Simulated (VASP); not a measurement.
# Ba (Cmcm) in VASP: notebook

The runs below take Ba through single point, with PBE.

Everything below comes from runs of VASP 6.6.1. Logs are shortened: lines on timing, memory, paths and dates and some standing lists are left out, and cuts for length are marked.

## (1) The cell of the first run

The typed cell holds 4 atoms: a = 7.249 Å, b = 5.101 Å, c = 7.256 Å, α = 90.00°, β = 90.00°, γ = 90.00°.

## (2) Single point, PBE (equal strain along all axes, cell held: +2.0 %, then relaxed in part)

File INCAR:

```
SYSTEM = Ba
PREC     = Accurate       ! precision mode
ENCUT    = 520            ! plane-wave cutoff, eV
EDIFF    = 1E-6           ! SCF threshold, eV
ISMEAR   = 0              ! smearing method
SIGMA    = 0.1            ! smearing width, eV
LREAL    = .False.        ! projectors in reciprocal space
LASPH    = .True.         ! aspherical terms in the spheres
NELM     = 100            ! most SCF steps
ALGO     = Fast           ! electronic algorithm
ISIF     = 2              ! what is computed and relaxed
LWAVE    = .False.        ! write WAVECAR
LCHARG   = .False.        ! write CHGCAR
GGA      = PE             ! functional
NBANDS   = 28             ! bands
```

File KPOINTS:

```
regular mesh
0
Gamma
  6 8 6
  0 0 0
```

File POSCAR:

```
Ba
1.0
    7.2486970785      0.0000000000      0.0000000000
    0.0000000000      5.1009775844      0.0000000000
    0.0000000000      0.0000000000      7.2558158287
Ba
4
Direct
    0.5000000000      0.7501759971      0.2500000000
    0.5000000000      0.2498240029      0.7500000000
    0.0000000000      0.2501759971      0.2500000000
    0.0000000000      0.7498240029      0.7500000000
```

Potentials or basis: VASP PAW PBE potentials, release 64 (Ba_sv).

On the command line:

```
cat potpaw_PBE.64/Ba_sv/POTCAR > POTCAR
mpirun -np 1 vasp_std > vasp.out
```

OUTCAR:

```text
SYSTEM = Ba
   PREC = Accurate
   ENCUT = 520
   EDIFF = 1E-6
   ISMEAR = 0
   LREAL = .False.
   LASPH = .True.
   NELM = 100
   ISIF = 2
   GGA = PE

 ion  position               nearest neighbor table
   1  0.500  0.750  0.250-   3 4.43   3 4.43   3 4.43   3 4.43   2 4.43   2 4.43   2 4.44   2 4.44

   2  0.500  0.250  0.750-   4 4.43   4 4.43   4 4.43   4 4.43   1 4.43   1 4.43   1 4.44   1 4.44

   3  0.000  0.250  0.250-   1 4.43   1 4.43   1 4.43   1 4.43   4 4.43   4 4.43   4 4.44   4 4.44

   4  0.000  0.750  0.750-   2 4.43   2 4.43   2 4.43   2 4.43   3 4.43   3 4.43   3 4.44   3 4.44

  LATTYP: Found a simple orthorhombic cell.
 ALAT       =     5.1009775844
 B/A-ratio  =     1.4210407630
 C/A-ratio  =     1.4224363288

  Lattice vectors:

 A1 = (   0.0000000000,  -5.1009775844,   0.0000000000)
 A2 = (   7.2486970785,   0.0000000000,   0.0000000000)
 A3 = (   0.0000000000,   0.0000000000,   7.2558158287)

Analysis of symmetry for initial positions (statically):
=====================================================================
 Subroutine PRICEL returns following result:

  LATTYP: Found a base centered orthorhombic cell.
 ALAT       =     5.1009775844
 B/A-ratio  =     1.4210407630
 C/A-ratio  =     1.4224363288

  Lattice vectors:

 A1 = (  -3.6243485393,  -2.5504887922,   0.0000000000)
 A2 = (   3.6243485393,  -2.5504887922,   0.0000000000)
 A3 = (   0.0000000000,   0.0000000000,   7.2558158287)

   2 primitive cells build up your supercell.

 Routine SETGRP: Setting up the symmetry group for a
 simple orthorhombic supercell.

 Subroutine GETGRP returns: Found  8 space group operations
 (whereof  4 operations were pure point group operations)
 out of a pool of  8 trial point group operations.

The static configuration has the point symmetry C_2h.
 The point group associated with its full space group is D_2h.

Analysis of symmetry for dynamics (positions and initial velocities):
=====================================================================
 Subroutine PRICEL returns following result:

  LATTYP: Found a base centered orthorhombic cell.
 ALAT       =     5.1009775844
 B/A-ratio  =     1.4210407630
 C/A-ratio  =     1.4224363288

  Lattice vectors:

 A1 = (  -3.6243485393,  -2.5504887922,   0.0000000000)
 A2 = (   3.6243485393,  -2.5504887922,   0.0000000000)
 A3 = (   0.0000000000,   0.0000000000,   7.2558158287)

   2 primitive cells build up your supercell.

 Routine SETGRP: Setting up the symmetry group for a
 simple orthorhombic supercell.

 Subroutine GETGRP returns: Found  8 space group operations
 (whereof  4 operations were pure point group operations)
 out of a pool of  8 trial point group operations.

The dynamic configuration has the point symmetry C_2h.
 The point group associated with its full space group is D_2h.

 Subroutine INISYM returns: Found  8 space group operations
 (whereof  4 operations are pure point group operations),
 and found     2 'primitive' translations

----------------------------------------------------------------------------------------

                                     Primitive cell

  volume of cell :     134.1435

  direct lattice vectors                    reciprocal lattice vectors
    -3.624348539 -2.550488792  0.000000000    -0.137955827 -0.196040854  0.000000000
     3.624348539 -2.550488792  0.000000000     0.137955827 -0.196040854  0.000000000
     0.000000000  0.000000000  7.255815829     0.000000000  0.000000000  0.137820477

  length of vectors
     4.431804984  4.431804984  7.255815829     0.239716137  0.239716137  0.137820477

  position of ions in fractional coordinates (direct lattice)
     0.749824003  0.749824003  0.250000000
     0.250175997  0.250175997  0.750000000

  ion indices of the primitive-cell ions
   primitive index   ion index
                 1           1
                 2           2

----------------------------------------------------------------------------------------

 KPOINTS: regular mesh

Automatic generation of k-mesh.
 Grid dimensions read from file:
 generate k-points for:    6    8    6

 Generating k-lattice:

  Cartesian coordinates                     Fractional coordinates (reciprocal lattice)
     0.022992638  0.000000000  0.000000000     0.166666667  0.000000000  0.000000000
     0.000000000  0.024505107  0.000000000     0.000000000  0.125000000  0.000000000
     0.000000000  0.000000000  0.022970080     0.000000000  0.000000000  0.166666667

  Length of vectors
     0.022992638  0.024505107  0.022970080

  Shift w.r.t. Gamma in fractional coordinates (k-lattice)
     0.000000000  0.000000000  0.000000000

 Subroutine IBZKPT returns following result:
 ===========================================

 Found     80 irreducible k-points:

 Following reciprocal coordinates:
            Coordinates               Weight
  0.000000  0.000000  0.000000      1.000000
  0.166667  0.000000  0.000000      2.000000
  0.333333  0.000000  0.000000      2.000000
  0.500000  0.000000  0.000000      1.000000
  0.000000  0.125000  0.000000      2.000000
  0.166667  0.125000  0.000000      4.000000
[... 16 lines left out ...]
  0.333333  0.000000  0.166667      4.000000
  0.500000  0.000000  0.166667      2.000000
 [... further k-points ...]
   k-points           NKPTS =     80   k-points in BZ     NKDIM =     80   number of bands    NBANDS=     28
   number of dos      NEDOS =    301   number of ions     NIONS =      4
   total plane-waves  NPLWV = 116640
   dimension x,y,z NGX =    54 NGY =   40 NGZ =   54
   dimension x,y,z NGXF=   108 NGYF=   80 NGZF=  108
   ions per type =               4
   NGX,Y,Z   is equivalent  to a cutoff of  12.38, 13.04, 12.37 a.u.
   NGXF,Y,Z  is equivalent  to a cutoff of  24.77, 26.07, 24.75 a.u.
 SYSTEM =  Ba
   PREC   = accura    normal or accurate (medium, high low for compatibility)
   ISTART =      0    job   : 0-new  1-cont  2-samecut
   ICHARG =      2    charge: 1-file 2-atom 10-const
   ISPIN  =      1    spin polarized calculation?
   LNONCOLLINEAR =      F non collinear calculations
   LSORBIT =      F    spin-orbit coupling
   LASPH  =      T    aspherical Exc in radial PAW
   ENCUT  =  520.0 eV  38.22 Ry    6.18 a.u.  13.48  9.48 13.49*2*pi/ulx,y,z
   NELM   =    100;   NELMIN=  2; NELMDL= -5     # of ELM steps
   EDIFF  = 0.1E-05   stopping-criterion for ELM
   LREAL  =      F    real-space projection
   EDIFFG = 0.1E-04   stopping-criterion for IOM
   NSW    =      0    number of steps for IOM
   IBRION =     -1    ionic relax: 0-MD 1-quasi-New 2-CG
   NFREE  =      0    steps in history (QN), initial steepest desc. (CG)
   ISIF   =      2    stress and relaxation
   ISYM   =      2    0-nonsym 1-usesym 2-fastsym
   POTIM  = 0.5000    time-step for ionic-motion
   TEBEG  =    0.0;   TEEND  =   0.0 temperature during run
   PSTRESS=    0.0 pullay stress
   NELECT =      40.0000    total number of electrons
   NUPDOWN=      -1.0000    fix difference up-down
   EMIN   =  10.00;   EMAX   =-10.00  energy-range for DOS
   EFERMI =   0.00;   METHOD = LEGACY
   ISMEAR =     0;   SIGMA  =   0.10  broadening in eV -4-tet -1-fermi 0-gaus
   EFERMI_NEDOS =   21; number of points for ismear=-14 and -15
   IALGO  =     68    algorithm
   IMIX   =      4    mixing-type and parameters
     AMIX     =   0.40;   BMIX     =  1.00
     AMIX_MAG =   1.60;   BMIX_MAG =  1.00
  volume/ion in A,a.u.               =      67.07       452.62
  Fermi-wavevector in a.u.,A,eV,Ry     =   0.868084  1.640440 10.252934  0.753569
  Thomas-Fermi vector in A             =   1.986711
   LORBIT       =      0    0 simple, 1 ext, 2 COOP (PROOUT), +10 PAW based schemes
   GGA     = PE    functional components
   LHFCALC =     F    Hartree Fock is set to
   AEXX    =    0.0000 exact exchange contribution
   IVDW    =     0    specifies the selected vdW correction
   LEPSILON=     F    determine dielectric tensor
   LRPA    =     F    only Hartree local field effects (RPA)
 non-spin polarized calculation
 RMM-DIIS sequential band-by-band and
 Gauss-broadening in eV      SIGMA  =   0.10
  energy-cutoff  :      520.00
  volume of cell :      268.29
 maximum number of plane-waves:      7299
 NGX is ok and might be reduce to    54

 number of electron      39.9999993 magnetization

 Free energy of the ion-electron system (eV)
  ---------------------------------------------------
  ext. energy  EPLUGINS =         0.00000000
  ---------------------------------------------------
  free energy    TOTEN  =        -7.62768339 eV

  energy without entropy =       -7.60451307  energy(sigma->0) =       -7.61609823

 E-fermi :   1.4341     XC(G=0):  -7.2124

 val. band max:        1.4324806554   @ k =   0.1667   0.2500   0.1667
 cond. band min:       1.4480201563   @ k =   0.3333   0.2500   0.0000
 fundamental gap:      0.0155395009
 Fermi energy:         1.4340710493

 k-point     1 :       0.0000    0.0000    0.0000
  band No.  band energies     occupation
      1     -27.5508      2.00000
      2     -27.5183      2.00000
      3     -27.5181      2.00000
      4     -27.4935      2.00000
      5     -12.9061      2.00000
      6     -12.9052      2.00000
[... 20 lines left out ...]
     27       3.2101      0.00000
     28       3.2174      0.00000

 k-point     2 :       0.1667    0.0000    0.0000
  band No.  band energies     occupation
      1     -27.5486      2.00000
      2     -27.5203      2.00000
      3     -27.5167      2.00000
      4     -27.4952      2.00000
      5     -12.8979      2.00000
      6     -12.8824      2.00000
[... 20 lines left out ...]
     27       3.1338      0.00000
     28       3.3330      0.00000

 k-point     3 :       0.3333    0.0000    0.0000
  band No.  band energies     occupation
      1     -27.5427      2.00000
      2     -27.5263      2.00000
      3     -27.5121      2.00000
      4     -27.4997      2.00000
      5     -12.8778      2.00000
      6     -12.8222      2.00000
[... 20 lines left out ...]
     27       2.9072      0.00000
     28       3.5300      0.00000

 k-point     4 :       0.5000    0.0000    0.0000
  band No.  band energies     occupation
      1     -27.5345      2.00000
      2     -27.5345      2.00000
      3     -27.5059      2.00000
      4     -27.5059      2.00000
      5     -12.8501      2.00000
      6     -12.8501      2.00000
[... 20 lines left out ...]
     27       3.2038      0.00000
     28       3.2180      0.00000

 k-point     5 :       0.0000    0.1250    0.0000
  band No.  band energies     occupation
      1     -27.5483      2.00000
      2     -27.5180      2.00000
      3     -27.5178      2.00000
      4     -27.4954      2.00000
      5     -12.8917      2.00000
      6     -12.8908      2.00000
[... 20 lines left out ...]
     27       3.1706      0.00000
     28       3.2545      0.00000

 k-point     6 :       0.1667    0.1250    0.0000
  band No.  band energies     occupation
      1     -27.5463      2.00000
      2     -27.5198      2.00000
      3     -27.5165      2.00000
      4     -27.4969      2.00000
      5     -12.8838      2.00000
      6     -12.8723      2.00000
[... 463 lines left out ...]
      5     -12.8989      2.00000
      6     -12.8816      2.00000
[... 20 lines left out ...]
     27       3.1320      0.00000
     28       3.3393      0.00000

 k-point    22 :       0.1667    0.0000    0.1667
  band No.  band energies     occupation
      1     -27.5465      2.00000
      2     -27.5188      2.00000
      3     -27.5186      2.00000
      4     -27.4969      2.00000
      5     -12.8758      2.00000
      6     -12.8749      2.00000
[... 20 lines left out ...]
     27       3.1470      0.00000
     28       3.3357      0.00000

 k-point    23 :       0.3333    0.0000    0.1667
  band No.  band energies     occupation
      1     -27.5406      2.00000
      2     -27.5245      2.00000
      3     -27.5142      2.00000
      4     -27.5015      2.00000
      5     -12.8567      2.00000
      6     -12.8120      2.00000
[... 20 lines left out ...]
     27       2.9683      0.00000
     28       3.6120      0.00000

 k-point    24 :       0.5000    0.0000    0.1667
  band No.  band energies     occupation
      1     -27.5326      2.00000
      2     -27.5326      2.00000
      3     -27.5079      2.00000
      4     -27.5079      2.00000
      5     -12.8317      2.00000
      6     -12.8317      2.00000
[... 20 lines left out ...]
     27       3.2416      0.00000
     28       3.3340      0.00000

 [... further k-points ...]

------------------------ aborting loop because EDIFF is reached ----------------------------------------

  FORCE on cell =-STRESS in cart. coord.  units (eV):
  Direction    XX          YY          ZZ          XY          YZ          ZX
  --------------------------------------------------------------------------------------
  -------------------------------------------------------------------------------------
  Total       -0.7292817     -0.7519735     -0.7613676      0.0000000      0.0000000      0.0000000
  in kB       -4.3551820     -4.4906944     -4.5467945      0.0000000      0.0000000      0.0000000
  external PRESSURE =      -4.4642237 kB  Pullay stress =       0.0000000 kB

 VOLUME and BASIS-vectors are now :
 -----------------------------------------------------------------------------
  energy-cutoff  :      520.00
  volume of cell :      268.29
      direct lattice vectors                 reciprocal lattice vectors
     7.248697079  0.000000000  0.000000000     0.137955827  0.000000000  0.000000000
     0.000000000  5.100977584  0.000000000     0.000000000  0.196040854  0.000000000
     0.000000000  0.000000000  7.255815829     0.000000000  0.000000000  0.137820477

 POSITION                                       TOTAL-FORCE (eV/Angst)
 -----------------------------------------------------------------------------------
      3.62435      3.82663      1.81395        -0.000000     -0.001158     -0.000000
      3.62435      1.27435      5.44186        -0.000000      0.001158      0.000000
      0.00000      1.27614      1.81395         0.000000     -0.001158     -0.000000
      0.00000      3.82484      5.44186         0.000000      0.001158      0.000000
 -----------------------------------------------------------------------------------
    total drift:                                0.000000     -0.000000      0.000000

  FREE ENERGIE OF THE ION-ELECTRON SYSTEM (eV)
  ---------------------------------------------------
  free  energy   TOTEN  =        -7.6276833900 eV

  energy  without entropy=       -7.6045130729  energy(sigma->0) =       -7.61609823
```

Wall time 3.8 min (1 thread of Intel Xeon 6975P-C (Granite Rapids), shared host); peak memory 0.63 GiB.

Results:

* Free energy: -7.6277 eV
* Pressure: -0.4 GPa
* Band gap on the k mesh: zero (bands 20 and 21 overlap by 0.92 eV)

Caveat: the cell differs from its parent crystal (equal strain along all axes, cell held: +2.0 %, then relaxed in part); spin-orbit coupling is left out, which moves the levels of the heavy elements.

## (3) Single point, PBE (equal strain along all axes, cell held: +3.0 %, then relaxed in part)

File INCAR:

```
SYSTEM = Ba
PREC = Accurate
ENCUT = 520
EDIFF = 1E-6
ISMEAR = 0
SIGMA = 0.1
LREAL = .False.
LASPH = .True.
NELM = 100
ALGO = Fast
ISIF = 2
LWAVE = .False.
LCHARG = .True.
GGA = PE
LELF = .True.
LVHAR = .True.
NBANDS = 28
```

KPOINTS is that of step 2.

File POSCAR:

```
Ba
1.0
    7.3197627361      0.0000000000      0.0000000000
    0.0000000000      5.1509871685      0.0000000000
    0.0000000000      0.0000000000      7.3269512780
Ba
4
Direct
    0.5000000000      0.7501759971      0.2500000000
    0.5000000000      0.2498240029      0.7500000000
    0.0000000000      0.2501759971      0.2500000000
    0.0000000000      0.7498240029      0.7500000000
```

Potentials or basis: VASP PAW PBE potentials, release 64 (Ba_sv).

On the command line:

```
cat potpaw_PBE.64/Ba_sv/POTCAR > POTCAR
mpirun -np 1 vasp_std > vasp.out
```

Run time: 3.9 min. Hardware: 1 thread of Intel Xeon 6975P-C (Granite Rapids), shared host; peak memory 0.63 GiB.

It converged, with:

```
Free energy            : -7.6003 eV
Pressure               : -0.7 GPa
Band gap on the k mesh : zero (bands 20 and 21 overlap by 0.86 eV)
```

Levels at points of the mesh, in eV from the Fermi level:
| k point | band 18 | band 19 | band 20 | band 21 | band 22 | band 23 |
| --- | --- | --- | --- | --- | --- | --- |
| (0.00, 0.00, 0.00) | -0.83 | -0.83 | -0.42 | -0.41 | 0.72 | 0.73 |
| (0.50, 0.00, 0.00) | -1.76 | -0.18 | -0.18 | 0.16 | 0.16 | 1.10 |
| (0.00, 0.50, 0.00) | -0.96 | 0.45 | 0.45 | 0.45 | 0.45 | 0.47 |
| (0.50, 0.50, 0.00) | -0.48 | -0.48 | -0.48 | 0.46 | 0.46 | 0.46 |
| (0.00, 0.00, 0.50) | -1.76 | -0.18 | -0.18 | 0.16 | 0.16 | 1.10 |
| (0.50, 0.00, 0.50) | -0.98 | -0.98 | -0.98 | 0.78 | 0.78 | 0.78 |
| (0.00, 0.50, 0.50) | -0.48 | -0.48 | -0.48 | 0.47 | 0.47 | 0.47 |
| (0.50, 0.50, 0.50) | -0.83 | -0.83 | -0.83 | 0.69 | 0.69 | 0.69 |

Caveat: the cell differs from its parent crystal (equal strain along all axes, cell held: +3.0 %, then relaxed in part); spin-orbit coupling is left out, which moves the levels of the heavy elements.

## (4) Single point, PBE

This run uses another cell than the first one: it holds 2 atoms, not 4.

File INCAR:

```
SYSTEM = Ba
PREC = Accurate
ENCUT = 520
EDIFF = 1E-7
ISMEAR = 0
SIGMA = 0.1
LREAL = .False.
LASPH = .True.
NELM = 60
ALGO = Fast
ISIF = 2
LWAVE = .False.
LCHARG = .True.
GGA = PE
LELF = .True.
LVHAR = .True.
NBANDS = 17
```

File KPOINTS:

```
regular mesh
0
Gamma
  10 10 6
  0 0 0
```

File POSCAR:

```
Ba
1.0
    3.5532828923     -2.5004792127      0.0000000000
    3.5532828923      2.5004792127      0.0000000000
    0.0000000000      0.0000000000      7.1135449503
Ba
2
Direct
    0.7498240020      0.2501759980      0.2500000000
    0.2501759980      0.7498240020      0.7500000000
```

On the command line:

```
cat potpaw_PBE.64/Ba_sv/POTCAR > POTCAR
mpirun -np 1 vasp_std > vasp.out
```

Wall time 2 min (1 thread of AMD EPYC 9R45 (Zen 5), shared host); peak memory 0.35 GiB.

It converged, with:

| Item | Value |
| --- | --- |
| Free energy | -3.8218 eV |
| Pressure | 0.1 GPa |
| Band gap on the k mesh | zero (bands 10 and 11 overlap by 0.95 eV) |

Levels at points of the mesh, in eV from the Fermi level:
```
           k point  band 6  band 7  band 8  band 9  band 10  band 11  band 12  band 13  band 14  band 15
(0.00, 0.00, 0.00)  -13.83  -13.83  -13.83   -2.73    -0.88     0.73     1.24     1.82     1.85     1.86
(0.50, 0.00, 0.00)  -14.02  -13.88  -13.88   -0.42    -0.42     0.49     0.50     0.88     0.88     3.06
(0.50, 0.50, 0.00)  -14.14  -13.97  -13.83   -0.88    -0.53    -0.52     0.73     1.25     3.18     3.77
(0.00, 0.00, 0.50)  -13.90  -13.83  -13.83   -1.73    -1.73     1.16     1.16     1.20     1.20     2.99
(0.50, 0.00, 0.50)  -13.97  -13.83  -13.83   -0.87    -0.87     0.70     0.70     1.26     1.26     3.22
(0.50, 0.50, 0.50)  -14.06  -13.99  -13.99   -0.22    -0.22     0.18     0.18     1.84     1.84     1.92
```

Caveat: spin-orbit coupling is left out, which moves the levels of the heavy elements.

## (5) Overview

| cell | k mesh | further INCAR settings | gap on the mesh (eV) | pressure (GPa) |
| --- | --- | --- | --- | --- |
| a = 7.249, b = 5.101, c = 7.256 Å, 4 atoms, atomic positions A | 6 × 8 × 6 | ALGO = Fast; EDIFF = 1e-06; NBANDS = 28 | none | -0.4 |
| a = 7.320, b = 5.151, c = 7.327 Å, 4 atoms, atomic positions A | 6 × 8 × 6 | ALGO = Fast; EDIFF = 1e-06; NBANDS = 28 | none | -0.7 |
| a = 4.345, b = 4.345, c = 7.114 Å, angles 90.0, 90.0, 70.3°, 2 atoms, atomic positions B | 10 × 10 × 6 | ALGO = Fast; EDIFF = 1e-07; NBANDS = 17 | none | 0.1 |

Alike in all rows: task single point; level PBE; potentials or basis VASP PAW PBE potentials, release 64 (Ba_sv); no spin polarisation; cutoff (eV) 520; smearing gaussian 0.1 eV.

Caveats: spin-orbit coupling is left out, which moves the levels of the heavy elements.

Absolute energies hang on the potentials; compare differences alone.
